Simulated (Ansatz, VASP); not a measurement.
**One calculation of AlN, two programs**

INCAR

```
  ALGO = Normal
  EDIFF = 1E-6
  ENCUT = 520
  GGA = PS
  ISIF = 2
  ISMEAR = 0
  LASPH = True
  LCHARG = False
  LREAL = False
  LWAVE = False
  NBANDS = 16
  NELM = 60
  PREC = Accurate
  SIGMA = 0.05
```

Contents of KPOINTS:

```
k-points
0
Gamma
  9 9 6
```

Contents of POSCAR:

```
AlN
1.0
    3.3534864879      0.0000000000      0.0000000000
   -1.6767432440      2.9042044897      0.0000000000
    0.0000000000      0.0000000000      4.2052689937
Al N
2 2
Direct
    0.3333333333      0.6666666667      0.7500000000
    0.6666666667      0.3333333333      0.2500000000
    0.3333333333      0.6666666667      0.2500000000
    0.6666666667      0.3333333333      0.7500000000
```

Input for Ansatz:

```yaml
crystal:
  lattice:
    - [3.3534864879, 0.0, 0.0]
    - [-1.676743244, 2.9042044897, 0.0]
    - [0.0, 0.0, 4.2052689937]
  atoms:
    - { symbol: Al, position: [0.3333333333, 0.6666666667, 0.75] }
    - { symbol: Al, position: [0.6666666667, 0.3333333333, 0.25] }
    - { symbol: "N", position: [0.3333333333, 0.6666666667, 0.25] }
    - { symbol: "N", position: [0.6666666667, 0.3333333333, 0.75] }
basis:
  ecutwfc: 520.0
kpoints:
  mp_grid: { grid: [9, 9, 6] }
hamiltonian:
  xc: pbesol
  pseudopotentials: { kind: paw, azcp: { folder: soft_1 } }
scf:
  occupations: { method: gaussian, width: 0.05 }
output:
  forces: true
  stress: true
  eigenvalues: true
```

Alike in both runs: task single point; functional PBEsol; k mesh 9 × 9 × 6; occupations gaussian, width 0.05 eV; no spin polarisation.

```csv
,VASP,Ansatz
version,VASP 6.6.1,Ansatz 0.2.0
potentials or method,"VASP PAW PBE potentials, release 64 (Al, N), cutoff 520 eV","scalar-relativistic, plane waves, PAW"
valence electrons in the cell,16,16
```

|  | VASP | Ansatz | Ansatz less VASP |
| --- | --- | --- | --- |
| gap on the k mesh at the Fermi level (eV) | 3.00 | 2.99 | -0.012 |
| least direct gap on the mesh (eV) | 3.00 | 2.99 | -0.012 |
| pressure (GPa) | -9.3 | -9.2 | +0.03 |
| traceless stress, the component that is largest in VASP (GPa) | 1.01 | 1.01 | 0.000 |

VASP's potentials were made for PBE, not for PBEsol, and Ansatz warns of the same on its side.
